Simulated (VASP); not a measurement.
# HC5 in VASP: a series of runs

The runs below take HC5 through single point, with PBEsol, PBE.

All numbers are computed with VASP 6.6.1; they aren't measurements. Logs are shortened: lines on timing, memory, paths and dates and some standing lists are left out, and cuts for length are marked.

## (1) The cell of the first run

The cell holds a slab with vacuum, 24 atoms: a = 2.513 Å, b = 2.513 Å, c = 32.381 Å, α = 90.00°, β = 90.00°, γ = 90.00°.

## (2) Single point, PBEsol

The input, INCAR:

```
PREC = Accurate
ENCUT = 520
EDIFF = 1E-7
ISMEAR = -1
SIGMA = 0.05
LREAL = Auto
LASPH = T
NELM = 80
ALGO = Normal
ISIF = 2
LWAVE = F
LCHARG = F
GGA = PS
NBANDS = 60
```

The input, KPOINTS:

```
regular mesh
0
Gamma
  1 1 1
```

The input, POSCAR:

```
HC5
1.0
    1.7769010000      1.7769010000      0.0000000000
   -1.7769010000      1.7769010000      0.0000000000
    0.0000000000      0.0000000000     32.3805640000
C H
20 4
Direct
    0.0014680000      0.0037800000      0.2434240000
    0.0400170000      0.9857730000      0.3512170000
    0.9904220000      0.9576080000      0.4543530000
    0.9594660000      0.9407010000      0.5641020000
    0.0206340000      0.0119970000      0.6814460000
    0.5116290000      0.0078400000      0.2689950000
    0.4861990000      0.9993360000      0.3728770000
    0.5056770000      0.0246820000      0.4874300000
    0.4798110000      0.0423720000      0.5932320000
    0.5191420000      0.9940820000      0.7079410000
    0.9707970000      0.4642090000      0.3225660000
    0.9980280000      0.4912380000      0.4307280000
    0.9987150000      0.5322440000      0.5429560000
    0.0386630000      0.4667960000      0.6482830000
    0.0264330000      0.5522390000      0.7626830000
    0.4524600000      0.5305280000      0.2912360000
    0.5237640000      0.4603350000      0.4025370000
    0.5308320000      0.4090380000      0.5146220000
    0.5034020000      0.5248060000      0.6246720000
    0.4888160000      0.4827780000      0.7333080000
    0.0224860000      0.6586050000      0.2215930000
    0.0318950000      0.3775220000      0.2175960000
    0.0162080000      0.1096710000      0.7796100000
    0.0103230000      0.8511140000      0.7870050000
```

Potentials or basis: VASP PAW PBE potentials, release 64 (C, H).

On the command line:

```bash
$ cat potpaw_PBE.64/C/POTCAR potpaw_PBE.64/H/POTCAR > POTCAR
$ mpirun -np 1 vasp_gam > vasp.out
```

OUTCAR:

```text
PREC = Accurate
   ENCUT = 520
   EDIFF = 1E-7
   ISMEAR = -1
   LREAL = Auto
   LASPH = T
   NELM = 80
   ISIF = 2
   GGA = PS

 ion  position               nearest neighbor table
   1  0.001  0.004  0.243-  21 1.12  22 1.26   6 1.48   6 1.53
   2  0.040  0.986  0.351-   7 1.32  11 1.53   7 1.56  11 1.62
   3  0.990  0.958  0.454-  12 1.40  12 1.54   8 1.63   8 1.69
   4  0.959  0.941  0.564-  13 1.24   9 1.55   9 1.63  13 1.64
   5  0.021  0.012  0.681-  10 1.52  10 1.53  14 1.57  14 1.74
   6  0.512  0.008  0.269-  16 1.41   1 1.48  16 1.51   1 1.53
[... 12 lines left out ...]
  19  0.503  0.525  0.625-  14 1.40  14 1.55   9 1.58   9 1.65
  20  0.489  0.483  0.733-  10 1.48  15 1.51  10 1.53  15 1.66
  21  0.022  0.659  0.222-  22 0.72   1 1.12
  22  0.032  0.378  0.218-  21 0.72   1 1.26
  23  0.016  0.110  0.780-  24 0.69  15 1.24
  24  0.010  0.851  0.787-  23 0.69  15 1.09

  LATTYP: Found a simple tetragonal cell.
 ALAT       =     2.5129174932
 C/A-ratio  =    12.8856455048

  Lattice vectors:

 A1 = (   1.7769010000,   1.7769010000,   0.0000000000)
 A2 = (  -1.7769010000,   1.7769010000,   0.0000000000)
 A3 = (   0.0000000000,   0.0000000000,  32.3805640000)

Analysis of symmetry for initial positions (statically):
=====================================================================
 Subroutine PRICEL returns:
 Original cell was already a primitive cell.

 Routine SETGRP: Setting up the symmetry group for a
 simple tetragonal supercell.

 Subroutine GETGRP returns: Found  1 space group operations
 (whereof  1 operations were pure point group operations)
 out of a pool of 16 trial point group operations.

The static configuration has the point symmetry C_1 .

Analysis of symmetry for dynamics (positions and initial velocities):
=====================================================================
 Subroutine PRICEL returns:
 Original cell was already a primitive cell.

 Routine SETGRP: Setting up the symmetry group for a
 simple tetragonal supercell.

 Subroutine GETGRP returns: Found  1 space group operations
 (whereof  1 operations were pure point group operations)
 out of a pool of 16 trial point group operations.

The dynamic configuration has the point symmetry C_1 .

 Subroutine INISYM returns: Found  1 space group operations
 (whereof  1 operations are pure point group operations),
 and found     1 'primitive' translations

----------------------------------------------------------------------------------------

                                     Primitive cell

  volume of cell :     204.4753

  direct lattice vectors                    reciprocal lattice vectors
     1.776901000  1.776901000  0.000000000     0.281388777  0.281388777  0.000000000
    -1.776901000  1.776901000  0.000000000    -0.281388777  0.281388777  0.000000000
     0.000000000  0.000000000 32.380564000     0.000000000  0.000000000  0.030882723

  length of vectors
     2.512917493  2.512917493 32.380564000     0.397943825  0.397943825  0.030882723

  position of ions in fractional coordinates (direct lattice)
     0.001468000  0.003780000  0.243424000
     0.040017000  0.985773000  0.351217000
     0.990422000  0.957608000  0.454353000
     0.959466000  0.940701000  0.564102000
     0.020634000  0.011997000  0.681446000
     0.511629000  0.007840000  0.268995000
[... 16 lines left out ...]
     0.016208000  0.109671000  0.779610000
     0.010323000  0.851114000  0.787005000

  ion indices of the primitive-cell ions
   primitive index   ion index
                 1           1
                 2           2
                 3           3
                 4           4
                 5           5
                 6           6
[... 16 lines left out ...]
                23          23
                24          24

----------------------------------------------------------------------------------------

 KPOINTS: regular mesh

Automatic generation of k-mesh.
 Grid dimensions read from file:
 generate k-points for:    1    1    1

 Generating k-lattice:

  Cartesian coordinates                     Fractional coordinates (reciprocal lattice)
     0.281388777  0.281388777  0.000000000     1.000000000  0.000000000  0.000000000
    -0.281388777  0.281388777  0.000000000     0.000000000  1.000000000  0.000000000
     0.000000000  0.000000000  0.030882723     0.000000000  0.000000000  1.000000000

  Length of vectors
     0.397943825  0.397943825  0.030882723

  Shift w.r.t. Gamma in fractional coordinates (k-lattice)
     0.000000000  0.000000000  0.000000000

 Subroutine IBZKPT returns following result:
 ===========================================

 Found      1 irreducible k-points:

 Following reciprocal coordinates:
            Coordinates               Weight
  0.000000  0.000000  0.000000      1.000000
   k-points           NKPTS =      1   k-points in BZ     NKDIM =      1   number of bands    NBANDS=     60
   number of dos      NEDOS =    301   number of ions     NIONS =     24
   total plane-waves  NPLWV = 100000
   dimension x,y,z NGX =    20 NGY =   20 NGZ =  250
   dimension x,y,z NGXF=    40 NGYF=   40 NGZF=  500
   ions per type =              20   4
   NGX,Y,Z   is equivalent  to a cutoff of  13.23, 13.23, 12.84 a.u.
   NGXF,Y,Z  is equivalent  to a cutoff of  26.46, 26.46, 25.67 a.u.
 SYSTEM =  unknown system
   PREC   = accura    normal or accurate (medium, high low for compatibility)
   ISTART =      0    job   : 0-new  1-cont  2-samecut
   ICHARG =      2    charge: 1-file 2-atom 10-const
   ISPIN  =      1    spin polarized calculation?
   LNONCOLLINEAR =      F non collinear calculations
   LSORBIT =      F    spin-orbit coupling
   LASPH  =      T    aspherical Exc in radial PAW
   ENCUT  =  520.0 eV  38.22 Ry    6.18 a.u.   4.67  4.67 60.21*2*pi/ulx,y,z
   NELM   =     80;   NELMIN=  2; NELMDL= -5     # of ELM steps
   EDIFF  = 0.1E-06   stopping-criterion for ELM
   LREAL  =      T    real-space projection
   EDIFFG = 0.1E-05   stopping-criterion for IOM
   NSW    =      0    number of steps for IOM
   IBRION =     -1    ionic relax: 0-MD 1-quasi-New 2-CG
   NFREE  =      0    steps in history (QN), initial steepest desc. (CG)
   ISIF   =      2    stress and relaxation
   ISYM   =      2    0-nonsym 1-usesym 2-fastsym
   POTIM  = 0.5000    time-step for ionic-motion
   TEBEG  =    0.0;   TEEND  =   0.0 temperature during run
   PSTRESS=    0.0 pullay stress
   NELECT =      84.0000    total number of electrons
   NUPDOWN=      -1.0000    fix difference up-down
   EMIN   =  10.00;   EMAX   =-10.00  energy-range for DOS
   EFERMI =   0.00;   METHOD = LEGACY
   ISMEAR =    -1;   SIGMA  =   0.05  broadening in eV -4-tet -1-fermi 0-gaus
   EFERMI_NEDOS =   21; number of points for ismear=-14 and -15
   IALGO  =     38    algorithm
   IMIX   =      4    mixing-type and parameters
     AMIX     =   0.40;   BMIX     =  1.00
     AMIX_MAG =   1.60;   BMIX_MAG =  1.00
  volume/ion in A,a.u.               =       8.52        57.49
  Fermi-wavevector in a.u.,A,eV,Ry     =   1.216992  2.299781 20.151166  1.481069
  Thomas-Fermi vector in A             =   2.352327
   LORBIT       =      0    0 simple, 1 ext, 2 COOP (PROOUT), +10 PAW based schemes
   GGA     = PS    functional components
   LHFCALC =     F    Hartree Fock is set to
   AEXX    =    0.0000 exact exchange contribution
   IVDW    =     0    specifies the selected vdW correction
   LEPSILON=     F    determine dielectric tensor
   LRPA    =     F    only Hartree local field effects (RPA)
 non-spin polarized calculation
  energy-cutoff  :      520.00
  volume of cell :      204.48
 maximum number of plane-waves:      2799
 NGX is ok and might be reduce to    18
   NGX =  9   NGY =  9   NGZ =121

 number of electron      84.0000002 magnetization

 Free energy of the ion-electron system (eV)
  ---------------------------------------------------
  ext. energy  EPLUGINS =         0.00000000
  ---------------------------------------------------
  free energy    TOTEN  =       -85.64445368 eV

  energy without entropy =      -85.57385329  energy(sigma->0) =      -85.60915348

 E-fermi :   6.2848     XC(G=0):  -8.5686

 val. band max:        6.1781162869   @ k =   0.0000   0.0000   0.0000
 cond. band min:       6.3954175187   @ k =   0.0000   0.0000   0.0000
 fundamental gap:      0.2173012318
 Fermi energy:         6.2848063894

 k-point     1 :       0.0000    0.0000    0.0000
  band No.  band energies     occupation
      1     -17.9275      2.00000
      2     -17.6525      2.00000
      3     -17.2775      2.00000
      4     -16.9543      2.00000
      5     -16.0428      2.00000
      6     -15.4529      2.00000
[... 46 lines left out ...]
     53       8.4071      0.00000
     54       8.4558      0.00000
 [bands above 54 left out]

------------------------ aborting loop because EDIFF is reached ----------------------------------------

  FORCE on cell =-STRESS in cart. coord.  units (eV):
  Direction    XX          YY          ZZ          XY          YZ          ZX
  --------------------------------------------------------------------------------------
  -------------------------------------------------------------------------------------
  Total      104.8215201    108.6236346     78.9179749    -50.5954863      5.4318749    -11.5938150
  in kB      821.3346932    851.1263670    618.3660627   -396.4436711     42.5617494    -90.8439647
  external PRESSURE =     763.6090409 kB  Pullay stress =       0.0000000 kB

 VOLUME and BASIS-vectors are now :
 -----------------------------------------------------------------------------
  energy-cutoff  :      520.00
  volume of cell :      204.48
      direct lattice vectors                 reciprocal lattice vectors
     1.776901000  1.776901000  0.000000000     0.281388777  0.281388777  0.000000000
    -1.776901000  1.776901000  0.000000000    -0.281388777  0.281388777  0.000000000
     0.000000000  0.000000000 32.380564000     0.000000000  0.000000000  0.030882723

 POSITION                                       TOTAL-FORCE (eV/Angst)
 -----------------------------------------------------------------------------------
     -0.00411      0.00933      7.88221         4.067481     -0.128061     -2.794797
     -1.68051      1.82273     11.37260        -5.716614     -9.983365     -5.664909
      0.05831      3.46146     14.71221        -3.734323      4.152079      5.485129
      0.03334      3.37641     18.26594        -4.318519      5.502045      7.287675
      0.01535      0.05798     22.06561         3.424768     -2.562517     -1.125569
      0.89518      0.92304      8.71021        -6.296573      2.246639     -5.574783
[... 16 lines left out ...]
     -0.16607      0.22367     25.24421        -9.310032      9.693693     -1.038678
     -1.49400      1.53069     25.48367         6.162067     -6.014540      3.429876
 -----------------------------------------------------------------------------------
    total drift:                                0.001740      0.009330      0.010744

  FREE ENERGIE OF THE ION-ELECTRON SYSTEM (eV)
  ---------------------------------------------------
  free  energy   TOTEN  =       -85.6444536817 eV

  energy  without entropy=      -85.5738532870  energy(sigma->0) =      -85.60915348
```

Run time: 64 s. Hardware: 1 thread of Intel Xeon Platinum 8488C (Sapphire Rapids), shared host; peak memory 0.28 GiB.

What came out:

```
Free energy            : -85.6445 eV
Largest force          : 14.027 eV/Å
Band gap on the k mesh : 0.22 eV
```

Forces on the atoms (eV/Å):
```
C     4.067  -0.128  -2.795
C    -5.717  -9.983  -5.665
C    -3.734   4.152   5.485
C    -4.319   5.502   7.288
C     3.425  -2.563  -1.126
C    -6.297   2.247  -5.575
C    10.486   6.496   5.840
C     2.572  -3.538  -3.826
C    -0.556  -2.791  -0.246
C     0.738  -2.194  -2.114
C    -2.966   3.344  -2.306
C     6.159  -3.067  -1.464
C     6.871  -3.441 -11.735
C    -6.904   0.424   1.919
C     1.261  -6.354  -2.015
C     4.320  -1.492   5.985
C    -6.083   0.532   0.463
C    -4.498   2.147   7.044
C     3.818   2.381  -2.879
C     0.645   5.464   6.459
H    -8.005   7.091   1.849
H     7.863  -7.907  -2.977
H    -9.310   9.694  -1.039
H     6.162  -6.015   3.430
```

Levels at points of the mesh, in eV from the valence-band top:
```tsv
k point	band 38	band 39	band 40	band 41	band 42	band 43	band 44	band 45	band 46	band 47
(0.00, 0.00, 0.00)	-2.31	-1.51	-1.34	-1.25	0.00	0.22	0.36	0.44	0.65	0.85
```

Caveat: the k points lie up to 2.50 Å⁻¹ apart; the PAW data sets were made with another functional, which shifts forces and pressure a little.

## (3) Single point, PBEsol

The input, INCAR:

```
SYSTEM = HC5
  PREC = Accurate
  ENCUT = 520
  EDIFF = 1E-7
  ISMEAR = -1
  SIGMA = 0.05
  LREAL = Auto
  LASPH = .TRUE.
  NELM = 60
  ALGO = Normal
  ISIF = 2
  LWAVE = .FALSE.
  LCHARG = .FALSE.
  GGA = PS
  NBANDS = 60
```

The input, KPOINTS:

```
regular mesh
0
G
  1 1 1
  0 0 0
```

POSCAR is that of step 2.

Potentials or basis: VASP PAW PBE potentials, release 64 (C, H).

On the command line:

```bash
$ cat potpaw_PBE.64/C/POTCAR potpaw_PBE.64/H/POTCAR > POTCAR
$ mpirun -np 1 vasp_gam > vasp.out
```

It took 69 s on 1 thread of Intel Xeon Platinum 8488C (Sapphire Rapids), shared host; peak memory 0.27 GiB.

It converged, with:

```yaml
Free_energy: -85.6445 eV
Largest_force: 14.027 eV/Å
Band_gap_on_the_k_mesh: 0.22 eV
```

Forces in eV/Å, atoms in the order of the input:
```
C     4.067  -0.128  -2.795
C    -5.717  -9.983  -5.665
C    -3.734   4.152   5.485
C    -4.319   5.502   7.288
C     3.425  -2.563  -1.126
C    -6.297   2.247  -5.575
C    10.486   6.496   5.840
C     2.572  -3.538  -3.826
C    -0.556  -2.791  -0.246
C     0.738  -2.194  -2.114
C    -2.966   3.344  -2.306
C     6.159  -3.067  -1.464
C     6.871  -3.441 -11.735
C    -6.904   0.424   1.919
C     1.261  -6.354  -2.015
C     4.320  -1.492   5.985
C    -6.083   0.532   0.463
C    -4.498   2.147   7.044
C     3.818   2.381  -2.879
C     0.645   5.464   6.459
H    -8.005   7.091   1.849
H     7.863  -7.907  -2.977
H    -9.310   9.694  -1.039
H     6.162  -6.015   3.430
```

Levels at points of the mesh, in eV from the valence-band top:
| k point | band 40 | band 41 | band 42 | band 43 | band 44 | band 45 |
| --- | --- | --- | --- | --- | --- | --- |
| (0.00, 0.00, 0.00) | -1.34 | -1.25 | 0.00 | 0.22 | 0.36 | 0.44 |

Caveat: the k points lie up to 2.50 Å⁻¹ apart; the PAW data sets were made with another functional, which shifts forces and pressure a little.

## (4) Single point, PBEsol

The input, INCAR:

```
SYSTEM = HC5
PREC = Accurate
ENCUT = 520
EDIFF = 1E-6
ISMEAR = -1
SIGMA = 0.05
LREAL = Auto
LASPH = .TRUE.
NELM = 80
ALGO = Normal
ISIF = 2
LWAVE = .FALSE.
LCHARG = .TRUE.
GGA = PS
LELF = .TRUE.
LVHAR = .TRUE.
NBANDS = 60
```

The input, KPOINTS:

```
Automatic mesh
0
Gamma
  1 1 1
  0.5 0.5 0.5
```

POSCAR is that of step 3.

On the command line:

```bash
$ cat potpaw_PBE.64/C/POTCAR potpaw_PBE.64/H/POTCAR > POTCAR
$ mpirun -np 1 vasp_std > vasp.out
```

Wall time 48 s (1 thread of Intel Xeon Platinum 8488C (Sapphire Rapids), shared host); peak memory 0.28 GiB.

It converged, with:

```yaml
Free_energy: -259.0591 eV
Largest_force: 18.929 eV/Å
Band_gap_on_the_k_mesh: 6.19 eV
```

Forces on the atoms (eV/Å):
```
C    -0.806   2.177  -1.785
C    -5.409  -6.064  -8.572
C    -3.144   3.880   8.370
C    -8.984  10.701  12.771
C     0.408  -0.350  -4.359
C    -2.072  -0.105  -1.699
C     5.607   3.922   8.914
C     6.131  -6.243  -8.677
C     3.431  -2.369   1.296
C    -0.518  -0.368  -1.032
C    -0.657   3.553  -1.923
C     2.996  -1.808  -4.597
C    10.962  -9.694 -11.962
C    -4.097  -1.400   7.594
C     2.965  -4.642  -3.874
C     4.455  -1.197   7.894
C    -3.163  -0.029  -0.821
C    -8.787   6.310   5.328
C     2.326   0.460  -6.823
C    -1.662   4.676   1.977
H    -6.996   6.072   3.007
H     7.549  -8.284   3.196
H    -7.925   8.267  -5.744
H     7.390  -7.465   1.521
```

Levels at points of the mesh, in eV from the valence-band top:
```
           k point  band 40  band 41  band 42  band 43  band 44  band 45
(0.50, 0.50, 0.50)    -1.65    -0.03     0.00     6.19     6.93     7.29
```

Caveat: the k points lie up to 2.50 Å⁻¹ apart; the PAW data sets were made with another functional, which shifts forces and pressure a little.

## (5) Single point, PBEsol

The input, INCAR:

```
ALGO     = Normal         # electronic algorithm
EDIFF    = 1E-6           # SCF threshold, eV
ENCUT    = 520            # plane-wave cutoff, eV
GGA      = PS             # functional
ISIF     = 2              # what is computed and relaxed
ISMEAR   = -1             # smearing method
LASPH    = True           # aspherical terms in the spheres
LCHARG   = False          # write CHGCAR
LREAL    = Auto         
LWAVE    = False          # write WAVECAR
NBANDS   = 60             # bands
NELM     = 100            # most SCF steps
PREC     = Accurate       # precision mode
SIGMA    = 0.05           # smearing width, eV
```

The input, KPOINTS:

```
k-points
0
Gamma
  4 4 1
```

POSCAR is that of step 4.

On the command line:

```bash
$ cat potpaw_PBE.64/C/POTCAR potpaw_PBE.64/H/POTCAR > POTCAR
$ mpirun -np 1 vasp_std > vasp.out
```

Run time: 4.1 min. Hardware: 1 thread of Intel Xeon Platinum 8488C (Sapphire Rapids), shared host; peak memory 0.32 GiB.

The run converged. Its results:

| Quantity | Value |
| --- | --- |
| Free energy | -188.5062 eV |
| Largest force | 18.375 eV/Å |
| Band gap on the k mesh | 0.32 eV, indirect (least direct gap 0.33 eV) |

Forces in eV/Å, atoms in the order of the input:
```
C     0.054   1.645  -3.896
C    -5.544  -6.915  -7.724
C    -3.487   4.283   7.357
C    -8.936  10.727  11.711
C     1.362  -0.947  -3.856
C    -3.295   0.432  -4.278
C     6.890   4.320   7.995
C     6.568  -6.793  -7.256
C     2.877  -2.880   1.672
C    -0.214  -0.796  -1.812
C    -1.222   3.777  -1.954
C     3.823  -2.078  -3.429
C    11.241  -9.710 -10.817
C    -4.763  -0.979   5.942
C     2.747  -5.515  -1.566
C     4.756  -1.614   8.012
C    -4.033   0.077  -0.510
C    -9.310   6.684   3.452
C     2.506   1.185  -5.241
C    -0.802   4.657   4.601
H    -6.667   5.831   1.938
H     7.266  -7.603   0.551
H    -8.129   8.509  -3.713
H     6.313  -6.297   2.823
```

Levels at points of the mesh, in eV from the valence-band top:
| k point | band 40 | band 41 | band 42 | band 43 | band 44 | band 45 |
| --- | --- | --- | --- | --- | --- | --- |
| (0.00, 0.00, 0.00) | -0.78 | -0.68 | 0.00 | 0.33 | 0.46 | 0.51 |
| (0.50, 0.00, 0.00) | -2.12 | -1.05 | -0.73 | 2.03 | 2.29 | 2.84 |
| (0.00, 0.50, 0.00) | -3.62 | -3.33 | -2.67 | 2.11 | 2.37 | 3.28 |
| (0.50, 0.50, 0.00) | -7.60 | -6.49 | -6.17 | 0.32 | 1.09 | 1.28 |

Caveat: the k points lie up to 0.63 Å⁻¹ apart; the PAW data sets were made with another functional, which shifts forces and pressure a little.

[end of part 1 of 2]
